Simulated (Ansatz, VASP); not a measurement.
CO2 in VASP and in Ansatz

```
C O
1.0
    -1.98241    1.98241    2.99137
     1.98241   -1.98241    2.99137
     1.98241    1.98241   -2.99137
C O
2 4
Direct
  0.00000 0.00000 0.00000
  0.75000 0.25000 0.50000
  0.37500 0.28931 0.41431
  0.71069 0.12500 0.08569
  0.87500 0.96069 0.58569
  0.03931 0.62500 0.91431
```

Alike in both runs: task single point; functional RPBE; k mesh 10 × 10 × 10; occupations gaussian, width 0.05 eV; no spin polarisation.

|  | VASP | Ansatz |
| --- | --- | --- |
| version | VASP 6.6.1 | Ansatz 0.2.0 |
| potentials or method | VASP PAW PBE potentials, release 64 (C_h, O_h), cutoff 910 eV | scalar-relativistic, plane waves, PAW |
| valence electrons in the cell | 32 | 32 |

|  | VASP | Ansatz | Ansatz less VASP |
| --- | --- | --- | --- |
| gap on the k mesh at the Fermi level (eV) | 7.82 | 7.83 | +0.012 |
| rms of the force components (eV/Å) | 0.074 | 0.077 | +0.0026 |

VASP's potentials were made for PBE, not for RPBE. Atom by atom the forces differ by 0.003 eV/Å (rms over components). The functional is the same, so the differences come from potentials, cutoffs and numerics.

Noted on VASP's run: the cutoff is under 1.25 times that of the potentials, so the pressure is a little rough.
